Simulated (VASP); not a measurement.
Input of a VASP 6.6.1 run:

Contents of INCAR:

```
PREC = Accurate ; ENCUT = 520
EDIFF = 1E-7 ; ISMEAR = 0
SIGMA = 0.05 ; LREAL = False
LASPH = True ; NELM = 100
ALGO = Normal ; ISIF = 2
LWAVE = False ; LCHARG = False
GGA = PE ; NBANDS = 44
```

The input KPOINTS:

```
regular mesh
0
Gamma
  4 4 4
```

POSCAR

```
CO2
1.0
    6.0577362522      0.0000000000     -0.9086604378
    0.0000000000      6.0577362522      0.0000000000
   -0.9086604378      0.0000000000      5.8760041646
C O
4 8
Direct
    0.0000000000      0.0000000000      0.0000000000
    0.5000000000      0.0000000000      0.5000000000
    0.5000000000      0.5000000000      0.0000000000
    0.0000000000      0.5000000000      0.5000000000
    0.1114834447      0.1114834447      0.1114834447
    0.3885165553      0.8885165553      0.6114834447
    0.6114834447      0.3885165553      0.8885165553
    0.8885165553      0.6114834447      0.3885165553
    0.8885165553      0.8885165553      0.8885165553
    0.6114834447      0.1114834447      0.3885165553
    0.3885165553      0.6114834447      0.1114834447
    0.1114834447      0.3885165553      0.6114834447
```

Potentials or basis: VASP PAW PBE potentials, release 64 (C, O).

Launch:

```console
$ cat potpaw_PBE.64/C/POTCAR potpaw_PBE.64/O/POTCAR > POTCAR
$ mpirun -np 1 vasp_std > vasp.out
```

Estimate the band gap on the k mesh.

6.22 eV.

Estimate the largest force.

21.154 eV/Å.

Predict the pressure.

13.2 GPa.

Forces in eV/Å, atoms in the order of the input:
```
C     0.000   0.000   0.000
C     0.000   0.000   0.000
C     0.000   0.000   0.000
C     0.000   0.000   0.000
O    11.560  13.703  11.228
O     4.399   3.880  -4.406
O    -4.399   3.880   4.406
O   -11.560  13.703 -11.228
O   -11.560 -13.703 -11.228
O    -4.399  -3.880   4.406
O     4.399  -3.880  -4.406
O    11.560 -13.703  11.228
```

Caveat: the cell differs from its parent crystal (engineering shear strain xz -0.3000, normal strain along z -0.0300); the stress differs along the axes, from 9 to 20 GPa; this functional lacks dispersion, which holds the molecules together, so the pressure and a relaxed volume are unreliable; forces of over 1 eV/Å act on the atoms, so gaps and moduli don't describe the material at rest. A k mesh can miss the band edges.
